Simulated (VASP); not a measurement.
Set up this calculation in VASP 6.6.1, as the native input.

```
Task                   : single point
Functional             : LDA
Potentials or basis    : VASP PAW LDA potentials, release 64 (C)
Cutoff                 : 520 eV
k mesh                 : 8 × 8 × 8
Occupations            : gaussian, width 0.01 eV
Spin                   : no spin polarisation
Dipole correction      : no
Further INCAR settings : ALGO = Normal; EDIFF = 1e-06; NBANDS = 11
```

The structure of C lies in POSCAR:

```
C
1.0
    0.0000000000      1.7833700000      1.7833700000
    1.7833700000      0.0000000000      1.7833700000
    1.7833700000      1.7833700000      0.0000000000
C
2
Direct
    0.0000000000      0.0000000000      0.0000000000
    0.2500000000      0.2500000000      0.2500000000
```

The input as run:

INCAR

```
PREC = Accurate ; ENCUT = 520
EDIFF = 1E-6 ; ISMEAR = 0
SIGMA = 0.01 ; LREAL = False
LASPH = True ; NELM = 60
ALGO = Normal ; ISIF = 2
LWAVE = False ; LCHARG = False
GGA = CA ; NBANDS = 11
```

KPOINTS

```
Automatic mesh
0
Gamma
  8 8 8
```

Potentials or basis: VASP PAW LDA potentials, release 64 (C).

Run with:

```console
$ cat potpaw_LDA.64/C/POTCAR > POTCAR
$ mpirun -np 1 vasp_std > vasp.out
```

It gave:

```
Pressure               : -11.6 GPa
Band gap on the k mesh : 4.10 eV, indirect (least direct gap 5.54 eV)
```

Run time: 12 s on 1 thread of AMD EPYC 7R13, with other jobs on the host, peak memory 0.08 GiB.
